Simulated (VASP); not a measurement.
A run of VASP 6.6.1 is set up as follows.

INCAR

```
ALGO = Normal
EDIFF = 1E-6
ENCUT = 520
GGA = PE
ISIF = 2
ISMEAR = 0
LASPH = True
LCHARG = False
LREAL = Auto
LWAVE = False
NBANDS = 108
NELM = 100
PREC = Accurate
SIGMA = 0.1
```

Contents of KPOINTS:

```
k-points
0
Gamma
  4 4 4
```

POSCAR

```
LaPPd3
1.0
   -4.5158500000      4.5158500000      4.5158500000
    4.5158500000     -4.5158500000      4.5158500000
    4.5158500000      4.5158500000     -4.5158500000
La Pd P
4 12 4
Direct
    0.0000000000      0.0000000000      0.0000000000
    0.0000000000      0.5000000000      0.5000000000
    0.5000000000      0.0000000000      0.5000000000
    0.5000000000      0.5000000000      0.0000000000
    0.3166000000      0.3166000000      0.5388000000
    0.6834000000      0.2222000000      0.0000000000
    0.7778000000      0.7778000000      0.4612000000
    0.2222000000      0.6834000000      0.0000000000
    0.5388000000      0.3166000000      0.3166000000
    1.0000000000      0.6834000000      0.2222000000
    0.4612000000      0.7778000000      0.7778000000
    0.0000000000      0.2222000000      0.6834000000
    0.3166000000      0.5388000000      0.3166000000
    0.2222000000      0.0000000000      0.6834000000
    0.7778000000      0.4612000000      0.7778000000
    0.6834000000      1.0000000000      0.2222000000
    0.6130000000      0.6130000000      0.6130000000
    0.3870000000      0.0000000000      0.0000000000
    0.0000000000      0.0000000000      0.3870000000
    0.0000000000      0.3870000000      0.0000000000
```

Potentials or basis: VASP PAW PBE potentials, release 64 (La, Pd, P).

The run is started by

```bash
$ cat potpaw_PBE.64/La/POTCAR potpaw_PBE.64/Pd/POTCAR potpaw_PBE.64/P/POTCAR > POTCAR
$ mpirun -np 1 vasp_std > vasp.out
```

What does it give for the largest force?

0.656 eV/Å.

Estimate the band gap on the k mesh.

0.08 eV (least direct gap 0.30 eV).

Forces in eV/Å, atoms in the order of the input:
```
La   0.000  0.000  0.000
La   0.000  0.000  0.000
La   0.000  0.000  0.000
La   0.000  0.000  0.000
Pd   0.002  0.002 -0.240
Pd   0.002 -0.002  0.240
Pd  -0.002 -0.002 -0.240
Pd  -0.002  0.002  0.240
Pd  -0.240  0.002  0.002
Pd   0.240  0.002 -0.002
Pd  -0.240 -0.002 -0.002
Pd   0.240 -0.002  0.002
Pd   0.002 -0.240  0.002
Pd  -0.002  0.240  0.002
Pd  -0.002 -0.240 -0.002
Pd   0.002  0.240 -0.002
P    0.379  0.379  0.379
P    0.379 -0.379 -0.379
P   -0.379 -0.379  0.379
P   -0.379  0.379 -0.379
```

Caveat: the smearing spreads over this small gap; semilocal functionals underestimate gaps, and a narrow one can read as zero; spin-orbit coupling is left out, which moves the levels of the heavy elements. A k mesh can miss the band edges.
